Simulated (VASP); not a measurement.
# ScIn3As2 (P6mm) in VASP: a series of runs

Runs on ScIn3As2. Level: PBE. Tasks: single point.

Everything below comes from runs of VASP 6.6.1. Logs are shortened: lines on timing, memory, paths and dates and some standing lists are left out, and cuts for length are marked.

## 1. The cell of the first run

Symmetry: P6mm, No. 183, hexagonal system. The conventional cell has a = 6.019 Å, b = 6.019 Å, c = 4.227 Å, α = 90.00°, β = 90.00°, γ = 120.00°. Sc (site symmetry 6mm) has 6 As at 3.49 Å and 12 In at 3.51 to 3.86 Å and 2 Sc at 4.23 Å within 4.6 Å. In (site symmetry 2mm) has 4 As at 2.72 to 2.75 Å and 4 In at 3.01 Å and 2 Sc at 3.51 Å within 3.6 Å. As (site symmetry 3m) has 6 In at 2.72 to 2.75 Å and 3 As at 3.47 Å and 3 Sc at 3.49 Å within 3.6 Å.

## 2. Single point, PBE

Input file INCAR:

```
PREC = Accurate ; ENCUT = 520
EDIFF = 1E-6 ; ISMEAR = 0
SIGMA = 0.1 ; LREAL = False
LASPH = True ; NELM = 100
ALGO = Normal ; ISIF = 2
LWAVE = False ; LCHARG = False
GGA = PE ; NBANDS = 39
```

Input file KPOINTS:

```
regular mesh
0
Gamma
  3 3 4
```

Input file POSCAR:

```
ScIn3As2
1.0
    6.0186170300      0.0000000000      0.0000000000
   -3.0093085100      5.2122752400      0.0000000000
    0.0000000000      0.0000000000      4.2272933500
Sc In As
1 3 2
Direct
    0.0000000000      0.0000000000      0.8888130200
    0.5000000000      0.5000000000      0.4595159900
    0.5000000000      0.0000000000      0.4595159900
    0.0000000000      0.5000000000      0.4595159900
    0.6666666700      0.3333333300      0.9631379800
    0.3333333300      0.6666666700      0.9631379800
```

Potentials or basis: VASP PAW PBE potentials, release 64 (Sc_sv, In_d, As).

The run is started by

```sh
> cat potpaw_PBE.64/Sc_sv/POTCAR potpaw_PBE.64/In_d/POTCAR potpaw_PBE.64/As/POTCAR > POTCAR
> mpirun -np 1 vasp_std > vasp.out
```

OUTCAR:

```text
PREC = Accurate
   ENCUT = 520
   EDIFF = 1E-6
   ISMEAR = 0
   LREAL = False
   LASPH = True
   NELM = 100
   ISIF = 2
   GGA = PE

 ion  position               nearest neighbor table
   1  0.000  0.000  0.889-   4 3.51   4 3.51   2 3.51   2 3.51   3 3.51   3 3.51
   2  0.500  0.500  0.460-   5 2.72   6 2.72   5 2.75   6 2.75   3 3.01   3 3.01   4 3.01   4 3.01
                             1 3.51   1 3.51
   3  0.500  0.000  0.460-   5 2.72   6 2.72   5 2.75   6 2.75   2 3.01   2 3.01   4 3.01   4 3.01
                             1 3.51   1 3.51
   4  0.000  0.500  0.460-   5 2.72   6 2.72   5 2.75   6 2.75   3 3.01   3 3.01   2 3.01   2 3.01
                             1 3.51   1 3.51
   5  0.667  0.333  0.963-   3 2.72   4 2.72   2 2.72   3 2.75   4 2.75   2 2.75
   6  0.333  0.667  0.963-   3 2.72   4 2.72   2 2.72   3 2.75   4 2.75   2 2.75

  LATTYP: Found a hexagonal cell.
 ALAT       =     6.0186170300
 C/A-ratio  =     0.7023695525

  Lattice vectors:

 A1 = (   6.0186170300,   0.0000000000,   0.0000000000)
 A2 = (  -3.0093085100,   5.2122752400,   0.0000000000)
 A3 = (   0.0000000000,   0.0000000000,   4.2272933500)

Analysis of symmetry for initial positions (statically):
=====================================================================
 Subroutine PRICEL returns:
 Original cell was already a primitive cell.

 Routine SETGRP: Setting up the symmetry group for a
 hexagonal supercell.

 Subroutine GETGRP returns: Found 12 space group operations
 (whereof 12 operations were pure point group operations)
 out of a pool of 24 trial point group operations.

The static configuration has the point symmetry C_6v.

Analysis of symmetry for dynamics (positions and initial velocities):
=====================================================================
 Subroutine PRICEL returns:
 Original cell was already a primitive cell.

 Routine SETGRP: Setting up the symmetry group for a
 hexagonal supercell.

 Subroutine GETGRP returns: Found 12 space group operations
 (whereof 12 operations were pure point group operations)
 out of a pool of 24 trial point group operations.

The dynamic configuration has the point symmetry C_6v.

 Subroutine INISYM returns: Found 12 space group operations
 (whereof 12 operations are pure point group operations),
 and found     1 'primitive' translations

----------------------------------------------------------------------------------------

                                     Primitive cell

  volume of cell :     132.6131

  direct lattice vectors                    reciprocal lattice vectors
     6.018617030  0.000000000  0.000000000     0.166151127  0.095927398  0.000000000
    -3.009308510  5.212275240  0.000000000     0.000000000  0.191854795  0.000000000
     0.000000000  0.000000000  4.227293350     0.000000000  0.000000000  0.236557986

  length of vectors
     6.018617030  6.018617024  4.227293350     0.191854795  0.191854795  0.236557986

  position of ions in fractional coordinates (direct lattice)
     0.000000000  0.000000000  0.888813020
     0.500000000  0.500000000  0.459515990
     0.500000000  0.000000000  0.459515990
     0.000000000  0.500000000  0.459515990
     0.666666670  0.333333330  0.963137980
     0.333333330  0.666666670  0.963137980

  ion indices of the primitive-cell ions
   primitive index   ion index
                 1           1
                 2           2
                 3           3
                 4           4
                 5           5
                 6           6

----------------------------------------------------------------------------------------

 KPOINTS: regular mesh

Automatic generation of k-mesh.
 Grid dimensions read from file:
 generate k-points for:    3    3    4

 Generating k-lattice:

  Cartesian coordinates                     Fractional coordinates (reciprocal lattice)
     0.055383709  0.031975799  0.000000000     0.333333333 -0.000000000  0.000000000
     0.000000000  0.063951598  0.000000000     0.000000000  0.333333333  0.000000000
     0.000000000  0.000000000  0.059139496     0.000000000  0.000000000  0.250000000

  Length of vectors
     0.063951598  0.063951598  0.059139496

  Shift w.r.t. Gamma in fractional coordinates (k-lattice)
     0.000000000  0.000000000  0.000000000

 Subroutine IBZKPT returns following result:
 ===========================================

 Found      9 irreducible k-points:

 Following reciprocal coordinates:
            Coordinates               Weight
  0.000000  0.000000  0.000000      1.000000
  0.333333  0.000000  0.000000      6.000000
  0.333333  0.333333  0.000000      2.000000
  0.000000  0.000000  0.250000      2.000000
  0.333333  0.000000  0.250000     12.000000
  0.333333  0.333333  0.250000      4.000000
  0.000000  0.000000  0.500000      1.000000
  0.333333  0.000000  0.500000      6.000000
  0.333333  0.333333  0.500000      2.000000
   k-points           NKPTS =      9   k-points in BZ     NKDIM =      9   number of bands    NBANDS=     39
   number of dos      NEDOS =    301   number of ions     NIONS =      6
   total plane-waves  NPLWV =  73728
   dimension x,y,z NGX =    48 NGY =   48 NGZ =   32
   dimension x,y,z NGXF=    96 NGYF=   96 NGZF=   64
   ions per type =               1   3   2
   NGX,Y,Z   is equivalent  to a cutoff of  13.26, 13.26, 12.58 a.u.
   NGXF,Y,Z  is equivalent  to a cutoff of  26.52, 26.52, 25.17 a.u.
 SYSTEM =  unknown system
   PREC   = accura    normal or accurate (medium, high low for compatibility)
   ISTART =      0    job   : 0-new  1-cont  2-samecut
   ICHARG =      2    charge: 1-file 2-atom 10-const
   ISPIN  =      1    spin polarized calculation?
   LNONCOLLINEAR =      F non collinear calculations
   LSORBIT =      F    spin-orbit coupling
   LASPH  =      T    aspherical Exc in radial PAW
   ENCUT  =  520.0 eV  38.22 Ry    6.18 a.u.  11.19 11.19  7.86*2*pi/ulx,y,z
   NELM   =    100;   NELMIN=  2; NELMDL= -5     # of ELM steps
   EDIFF  = 0.1E-05   stopping-criterion for ELM
   LREAL  =      F    real-space projection
   EDIFFG = 0.1E-04   stopping-criterion for IOM
   NSW    =      0    number of steps for IOM
   IBRION =     -1    ionic relax: 0-MD 1-quasi-New 2-CG
   NFREE  =      0    steps in history (QN), initial steepest desc. (CG)
   ISIF   =      2    stress and relaxation
   ISYM   =      2    0-nonsym 1-usesym 2-fastsym
   POTIM  = 0.5000    time-step for ionic-motion
   TEBEG  =    0.0;   TEEND  =   0.0 temperature during run
   PSTRESS=    0.0 pullay stress
   NELECT =      60.0000    total number of electrons
   NUPDOWN=      -1.0000    fix difference up-down
   EMIN   =  10.00;   EMAX   =-10.00  energy-range for DOS
   EFERMI =   0.00;   METHOD = LEGACY
   ISMEAR =     0;   SIGMA  =   0.10  broadening in eV -4-tet -1-fermi 0-gaus
   EFERMI_NEDOS =   21; number of points for ismear=-14 and -15
   IALGO  =     38    algorithm
   IMIX   =      4    mixing-type and parameters
     AMIX     =   0.40;   BMIX     =  1.00
     AMIX_MAG =   1.60;   BMIX_MAG =  1.00
  volume/ion in A,a.u.               =      22.10       149.15
  Fermi-wavevector in a.u.,A,eV,Ry     =   1.256791  2.374991 21.490727  1.579524
  Thomas-Fermi vector in A             =   2.390482
   LORBIT       =      0    0 simple, 1 ext, 2 COOP (PROOUT), +10 PAW based schemes
   GGA     = PE    functional components
   LHFCALC =     F    Hartree Fock is set to
   AEXX    =    0.0000 exact exchange contribution
   IVDW    =     0    specifies the selected vdW correction
   LEPSILON=     F    determine dielectric tensor
   LRPA    =     F    only Hartree local field effects (RPA)
 non-spin polarized calculation
 Gauss-broadening in eV      SIGMA  =   0.10
  energy-cutoff  :      520.00
  volume of cell :      132.61
 maximum number of plane-waves:      3591
 NGX is ok and might be reduce to    48
   NGX = 23   NGY = 23   NGZ = 15

 number of electron      59.9999985 magnetization

 Free energy of the ion-electron system (eV)
  ---------------------------------------------------
  ext. energy  EPLUGINS =         0.00000000
  ---------------------------------------------------
  free energy    TOTEN  =       -21.30354797 eV

  energy without entropy =      -21.27260888  energy(sigma->0) =      -21.28807842

 E-fermi :   7.5782     XC(G=0): -10.4975

 val. band max:        7.4521150291   @ k =   0.0000   0.0000   0.2500
 cond. band min:       7.5807133107   @ k =   0.3333   0.0000   0.2500
 fundamental gap:      0.1285982816
 Fermi energy:         7.5782401397

 k-point     1 :       0.0000    0.0000    0.0000
  band No.  band energies     occupation
      1     -43.4370      2.00000
      2     -22.0869      2.00000
      3     -22.0869      2.00000
      4     -21.9071      2.00000
      5      -7.9735      2.00000
      6      -7.7843      2.00000
[... 31 lines left out ...]
     38      10.3002      0.00000
     39      10.3002      0.00000

 k-point     2 :       0.3333    0.0000    0.0000
  band No.  band energies     occupation
      1     -43.4370      2.00000
      2     -22.0872      2.00000
      3     -22.0870      2.00000
      4     -21.9071      2.00000
      5      -7.8063      2.00000
      6      -7.6874      2.00000
[... 31 lines left out ...]
     38      10.0799      0.00000
     39      10.6355      0.00000

 k-point     3 :       0.3333    0.3333    0.0000
  band No.  band energies     occupation
      1     -43.4370      2.00000
      2     -22.0872      2.00000
      3     -22.0872      2.00000
      4     -21.9071      2.00000
      5      -7.5691      2.00000
      6      -7.5661      2.00000
[... 202 lines left out ...]
 k-point     8 :       0.3333    0.0000    0.5000
  band No.  band energies     occupation
      1     -43.4365      2.00000
      2     -22.0862      2.00000
      3     -22.0860      2.00000
      4     -21.9184      2.00000
      5      -7.9693      2.00000
      6      -7.7710      2.00000
[... 31 lines left out ...]
     38      11.0846      0.00000
     39      11.4267      0.00000

 k-point     9 :       0.3333    0.3333    0.5000
  band No.  band energies     occupation
      1     -43.4365      2.00000
      2     -22.0861      2.00000
      3     -22.0861      2.00000
      4     -21.9183      2.00000
      5      -7.7780      2.00000
      6      -7.7780      2.00000
[... 31 lines left out ...]
     38      11.8116      0.00000
     39      11.8116      0.00000

------------------------ aborting loop because EDIFF is reached ----------------------------------------

  FORCE on cell =-STRESS in cart. coord.  units (eV):
  Direction    XX          YY          ZZ          XY          YZ          ZX
  --------------------------------------------------------------------------------------
  -------------------------------------------------------------------------------------
  Total        7.9462147      7.9462147     13.4612827      0.0000000      0.0000000      0.0000000
  in kB       96.0029192     96.0029190    162.6337177      0.0000001      0.0000000      0.0000000
  external PRESSURE =     118.2131853 kB  Pullay stress =       0.0000000 kB

 VOLUME and BASIS-vectors are now :
 -----------------------------------------------------------------------------
  energy-cutoff  :      520.00
  volume of cell :      132.61
      direct lattice vectors                 reciprocal lattice vectors
     6.018617030  0.000000000  0.000000000     0.166151127  0.095927398  0.000000000
    -3.009308510  5.212275240  0.000000000     0.000000000  0.191854795  0.000000000
     0.000000000  0.000000000  4.227293350     0.000000000  0.000000000  0.236557986

 POSITION                                       TOTAL-FORCE (eV/Angst)
 -----------------------------------------------------------------------------------
      0.00000      0.00000      3.75727        -0.000000     -0.000000      0.108157
      1.50465      2.60614      1.94251         0.000000     -0.000000      0.018243
      3.00931      0.00000      1.94251         0.000000     -0.000000      0.018243
     -1.50465      2.60614      1.94251         0.000000     -0.000000      0.018243
      3.00931      1.73743      4.07147        -0.000000      0.000000     -0.081442
     -0.00000      3.47485      4.07147         0.000000     -0.000000     -0.081442
 -----------------------------------------------------------------------------------
    total drift:                                0.000000      0.000000      0.000160

  FREE ENERGIE OF THE ION-ELECTRON SYSTEM (eV)
  ---------------------------------------------------
  free  energy   TOTEN  =       -21.3035479664 eV

  energy  without entropy=      -21.2726088812  energy(sigma->0) =      -21.28807842
```

It took 48 s on 1 thread of Intel Xeon Platinum 8488C (Sapphire Rapids), shared host; peak memory 0.27 GiB.

What came out:

| Property | Result |
| --- | --- |
| Free energy | -21.3035 eV |
| Pressure | 11.8 GPa |
| Largest force | 0.108 eV/Å |
| Band gap on the k mesh | zero (band 30 reaches 7.73 eV, above the bottom of band 31 at 6.17 eV) |

Forces in eV/Å, atoms in the order of the input:
```
Sc   0.000  0.000  0.108
In   0.000  0.000  0.018
In   0.000  0.000  0.018
In   0.000  0.000  0.018
As   0.000  0.000 -0.081
As   0.000  0.000 -0.081
```

Caveat: the k points lie up to 0.40 Å⁻¹ apart; spin-orbit coupling is left out, which moves the levels of the heavy elements.

## 3. Single point, PBE

This run uses another cell than the first one, of 24.61 Å³/atom, 1.113 times its volume.

Input file INCAR:

```
PREC     = Accurate       # precision mode
ENCUT    = 520            # plane-wave cutoff, eV
EDIFF    = 1E-7           # SCF threshold, eV
ISMEAR   = 0              # smearing method
SIGMA    = 0.1            # smearing width, eV
LREAL    = False          # projectors in reciprocal space
LASPH    = True           # aspherical terms in the spheres
NELM     = 100            # most SCF steps
ALGO     = Normal         # electronic algorithm
ISIF     = 2              # what is computed and relaxed
LWAVE    = False          # write WAVECAR
LCHARG   = False          # write CHGCAR
GGA      = PE             # functional
NBANDS   = 39             # bands
```

Input file KPOINTS:

```
Automatic mesh
0
Gamma
  3 3 4
```

Input file POSCAR:

```
ScIn3As2
1.0
    5.7081482661     -0.0000000027      0.0000000000
   -2.8540741307      4.9434014084      0.0000000000
    0.0000000000      0.0000000000      5.2320775407
Sc In As
1 3 2
Direct
    0.0000000000      0.0000000000      0.8628541015
    0.5000000000      0.5000000000      0.4681690252
    0.5000000000      0.0000000000      0.4681690252
    0.0000000000      0.5000000000      0.4681690252
    0.6666666667      0.3333333333      0.9631378864
    0.3333333333      0.6666666667      0.9631378864
```

Potentials or basis: VASP PAW PBE potentials, release 64 (Sc_sv, In_d, As).

The run is started by

```sh
> cat potpaw_PBE.64/Sc_sv/POTCAR potpaw_PBE.64/In_d/POTCAR potpaw_PBE.64/As/POTCAR > POTCAR
> mpirun -np 1 vasp_std > vasp.out
```

It took 71 s on 1 thread of Intel Xeon Platinum 8488C (Sapphire Rapids), shared host; peak memory 0.27 GiB.

The run converged. Its results:

| Item | Value |
| --- | --- |
| Free energy | -22.6730 eV |
| Pressure | 0.1 GPa |
| Largest force | 0.007 eV/Å |
| Band gap on the k mesh | zero (band 30 reaches 7.15 eV, above the bottom of band 31 at 5.54 eV) |

Forces in eV/Å, atoms in the order of the input:
```
Sc   0.000  0.000 -0.007
In   0.000  0.000  0.000
In   0.000  0.000  0.000
In   0.000  0.000  0.000
As   0.000  0.000  0.004
As   0.000  0.000  0.004
```

Stress tensor (GPa, compression positive):
```
 0.12  0.00  0.00
 0.00  0.12  0.00
 0.00  0.00 -0.03
```

Levels at points of the mesh, in eV from the Fermi level:
| k point | band 26 | band 27 | band 28 | band 29 | band 30 | band 31 | band 32 | band 33 |
| --- | --- | --- | --- | --- | --- | --- | --- | --- |
| (0.00, 0.00, 0.00) | -2.39 | -2.39 | -2.36 | -0.90 | 0.16 | 0.16 | 0.24 | 0.34 |
| (0.00, 0.00, 0.50) | -2.34 | -2.34 | -1.72 | -1.72 | -0.82 | -0.82 | 0.03 | 0.46 |

Caveat: the k points lie up to 0.42 Å⁻¹ apart; spin-orbit coupling is left out, which moves the levels of the heavy elements.

## 4. Single point, PBE

This run uses another cell than the first one, of 24.93 Å³/atom, 1.128 times its volume.

Input file INCAR:

```
SYSTEM = ScIn3As2
PREC = Accurate
ENCUT = 520
EDIFF = 1E-6
ISMEAR = 0
SIGMA = 0.1
LREAL = .FALSE.
LASPH = .TRUE.
NELM = 80
ALGO = Fast
ISIF = 2
LWAVE = .FALSE.
LCHARG = .TRUE.
GGA = PE
LELF = .TRUE.
LVHAR = .TRUE.
NBANDS = 39
```

Input file KPOINTS:

```
Automatic mesh
0
G
  6 6 4
  0 0 0
```

Input file POSCAR:

```
ScIn3As2
1.0
    5.7334610131      0.0000000000      0.0000000000
   -2.8667305066      4.9653228890      0.0000000000
    0.0000000000      0.0000000000      5.2535666612
Sc In As
1 3 2
Direct
    0.0000000000      0.0000000000      0.8307251087
    0.5000000000      0.5000000000      0.4741421900
    0.5000000000      0.0000000000      0.4741421900
    0.0000000000      0.5000000000      0.4741421900
    0.6666666667      0.3333333333      0.9702426355
    0.3333333333      0.6666666667      0.9702426355
```

The run is started by

```sh
> cat potpaw_PBE.64/Sc_sv/POTCAR potpaw_PBE.64/In_d/POTCAR potpaw_PBE.64/As/POTCAR > POTCAR
> mpirun -np 1 vasp_std > vasp.out
```

Run time: 4.3 min. Hardware: 1 thread of Intel Xeon Platinum 8488C (Sapphire Rapids), shared host; peak memory 0.36 GiB.

It converged, with:

* Free energy: -22.5694 eV
* Pressure: 0.0 GPa
* Largest force: 0.007 eV/Å
* Band gap on the k mesh: zero (band 30 reaches 7.03 eV, above the bottom of band 31 at 5.34 eV)

Forces in eV/Å, atoms in the order of the input:
```
Sc   0.000  0.000  0.000
In   0.000  0.000  0.005
In   0.000  0.000  0.005
In   0.000  0.000  0.005
As   0.000  0.000 -0.007
As   0.000  0.000 -0.007
```

Levels at points of the mesh, in eV from the Fermi level:
```
           k point  band 26  band 27  band 28  band 29  band 30  band 31  band 32  band 33  band 34  band 35
(0.00, 0.00, 0.00)    -2.31    -2.31    -2.26    -0.88     0.01     0.01     0.34     0.46     0.46     1.24
(0.50, 0.00, 0.00)    -3.38    -2.75    -0.99    -0.83    -0.66    -0.47     0.87     1.09     1.16     1.34
(0.00, 0.00, 0.50)    -2.31    -2.31    -1.66    -1.66    -0.82    -0.82     0.08     0.48     1.53     1.93
(0.50, 0.00, 0.50)    -3.34    -2.71    -0.52    -0.33     0.53     0.92     1.00     1.06     1.26     1.83
```

Caveat: spin-orbit coupling is left out, which moves the levels of the heavy elements.

## 5. Overview

| cell | k mesh | gap on the mesh (eV) | pressure (GPa) | largest force (eV/Å) |
| --- | --- | --- | --- | --- |
| a = 6.019, b = 6.019, c = 4.227 Å, angles 90.0, 90.0, 120.0°, 6 atoms | 3 × 3 × 4 | none | 11.8 | 0.11 |
| a = 5.708, b = 5.708, c = 5.232 Å, angles 90.0, 90.0, 120.0°, 6 atoms | 3 × 3 × 4 | none | 0.1 | 0.01 |
| a = 5.733, b = 5.733, c = 5.254 Å, angles 90.0, 90.0, 120.0°, 6 atoms | 6 × 6 × 4 | none | 0.0 | 0.01 |

Alike in all rows: task single point; level PBE; potentials or basis VASP PAW PBE potentials, release 64 (Sc_sv, In_d, As); no spin polarisation; cutoff (eV) 520; smearing gaussian 0.1 eV.

Caveats: some runs use coarse meshes; spin-orbit coupling is left out, which moves the levels of the heavy elements.

Total energies depend on the potentials used, so only differences within one code and one set of settings carry meaning.
